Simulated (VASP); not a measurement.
Input of a VASP 6.6.1 run:

File INCAR:

```
PREC = Accurate
ENCUT = 520
EDIFF = 1E-7
ISMEAR = 0
SIGMA = 0.1
LREAL = F
LASPH = T
NELM = 80
ALGO = Normal
ISIF = 2
LWAVE = F
LCHARG = F
GGA = PE
NBANDS = 8
```

The input KPOINTS:

```
regular mesh
0
Gamma
  36 36 12
```

File POSCAR:

```
B
1.0
    0.8559776339     -1.4826235288      0.0000000000
    0.8559776339      1.4826235288      0.0000000000
    0.0000000000      0.0000000000      4.0207315979
B
1
Direct
    0.5000000000      0.5000000000      0.5000000000
```

Potentials or basis: VASP PAW PBE potentials, release 64 (B).

Command:

```sh
$ cat potpaw_PBE.64/B/POTCAR > POTCAR
$ mpirun -np 1 vasp_std > vasp.out
```

Task: Predict the band gap on the k mesh.

Result: Zero (an odd number of electrons rules out a gap without spin polarisation).

Task: What does it give for the pressure?

Result: -0.1 GPa.
